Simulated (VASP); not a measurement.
**MgO: single point with PBEsol**

MgO:

```xyz
2
Lattice="2.9380 0.0000 0.0000 -1.4690 2.5444 0.0000 0.0000 0.0000 2.6797" Properties=species:S:1:pos:R:3 pbc="T T T"
Mg    0.0000    0.0000    0.0000
O     0.0000    1.6963    1.3398
```

- Program: VASP 6.6.1
- Task: single point
- Functional: PBEsol
- Potentials or basis: VASP PAW PBE potentials, release 64 (Mg, O)
- Cutoff: 520 eV
- k mesh: 9 × 9 × 8
- Occupations: methfessel-paxton, width 0.01 eV
- Spin: no spin polarisation
- Dipole correction: no
- Further INCAR settings: ALGO = Normal; EDIFF = 1e-06; NBANDS = 11

| Property | Result |
| --- | --- |
| Pressure | -4.3 GPa |
| Band gap on the k mesh | 2.92 eV, indirect (least direct gap 3.33 eV) |

Stress tensor (GPa, compression positive):
```
-4.25  0.00  0.00
 0.00 -4.25  0.00
 0.00  0.00 -4.52
```

Levels at points of the mesh, in eV from the valence-band top:
```csv
k point,band 1,band 2,band 3,band 4,band 5,band 6,band 7,band 8,band 9
"(0.00, 0.00, 0.00)",-17.37,-0.61,-0.61,-0.41,2.92,11.69,15.45,15.45,19.65
"(0.00, 0.00, 0.50)",-16.28,-5.41,-0.09,-0.09,8.16,8.93,17.43,17.43,18.36
```

Run time: 4.2 s on 1 thread of Intel(R) Xeon(R) 6975P-C (Granite Rapids), on a shared host, peak memory 0.14 GiB.

Caveat: the PAW data sets were made with another functional, which shifts forces and pressure a little. PBEsol gaps usually lie below the measured ones, often by a third to a half.
